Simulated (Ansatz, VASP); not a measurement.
**One calculation of Mg, two programs**

```
CELL_PARAMETERS angstrom
3.46601 0.00000 0.00000
-1.73301 3.00166 0.00000
0.00000 0.00000 5.21033
ATOMIC_POSITIONS crystal
Mg 0.33333 0.66667 0.25000
Mg 0.66667 0.33333 0.75000
```

Change from the starting cell: strain +0.080 along x and y, +0.000 along z, atoms carried along.

Alike in both runs: task single point; functional PBEsol; k mesh 18 × 18 × 10; occupations gaussian, width 0.15 eV; no spin polarisation.

|  | VASP | Ansatz |
| --- | --- | --- |
| version | VASP 6.6.1 | Ansatz 0.2.0 |
| potentials or method | VASP PAW PBE potentials, release 64 (Mg), cutoff 520 eV | scalar-relativistic, plane waves, PAW |
| valence electrons in the cell | 4 | 20 |

Ansatz gave:

```
gap on the k mesh at the Fermi level (eV)                     : none
pressure (GPa)                                                : -4.6
traceless stress, the component that is largest in VASP (GPa) : 1.34
```

Question: Estimate VASP's values.

Answer: gap on the k mesh at the Fermi level (eV): none; pressure (GPa): -4.7; traceless stress, the component that is largest in VASP (GPa): 1.34.

VASP's potentials were made for PBE, not for PBEsol. A gap of «none» marks a metal or a gap that the smearing closes. With one functional, cell and mesh, what is left measures potentials, basis and numerics. VASP's potentials hold 4 valence electrons a cell and Ansatz's 20, so a difference there can come from the potentials and not from the codes.
